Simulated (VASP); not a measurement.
Input of a VASP 6.6.1 run:

File INCAR:

```
  ALGO = Normal
  EDIFF = 1E-6
  EDIFFG = -0.01
  ENCUT = 600
  GGA = PE
  IBRION = 2
  ISIF = 3
  ISMEAR = 0
  LASPH = True
  LCHARG = False
  LREAL = False
  LWAVE = False
  NELM = 60
  NSW = 100
  PREC = Accurate
  SIGMA = 0.1
```

Contents of KPOINTS:

```
k-points
0
Gamma
  12 12 6
```

The input POSCAR:

```
Al3B2P
1.0
    3.3620364416      0.0000000000      0.0000000000
   -1.6810182208      2.9116089669      0.0000000000
    0.0000000000      0.0000000000      7.9428058627
Al B P
3 2 1
Direct
    0.3333333333      0.6666666667      0.2128715880
    0.6666666667      0.3333333333      0.7871284120
    0.0000000000      0.0000000000      0.5000000000
    0.3333333333      0.6666666667      0.6405162737
    0.6666666667      0.3333333333      0.3594837263
    0.0000000000      0.0000000000      0.0000000000
```

Potentials or basis: VASP PAW PBE potentials, release 64 (Al, B, P).

Run with:

```sh
$ cat potpaw_PBE.64/Al/POTCAR potpaw_PBE.64/B/POTCAR potpaw_PBE.64/P/POTCAR > POTCAR
$ mpirun -np 1 vasp_std > vasp.out
```

Task: What does it give for the band gap on the k mesh?

Result: Zero (bands 10 and 11 overlap by 3.25 eV).

Final structure:
```
CELL_PARAMETERS angstrom
3.35039 0.00000 0.00000
-1.67519 2.90152 0.00000
0.00000 0.00000 7.99783
ATOMIC_POSITIONS crystal
Al 0.33333 0.66667 0.21131
Al 0.66667 0.33333 0.78869
Al 0.00000 0.00000 0.50000
B 0.33333 0.66667 0.64518
B 0.66667 0.33333 0.35482
P 0.00000 0.00000 0.00000
```
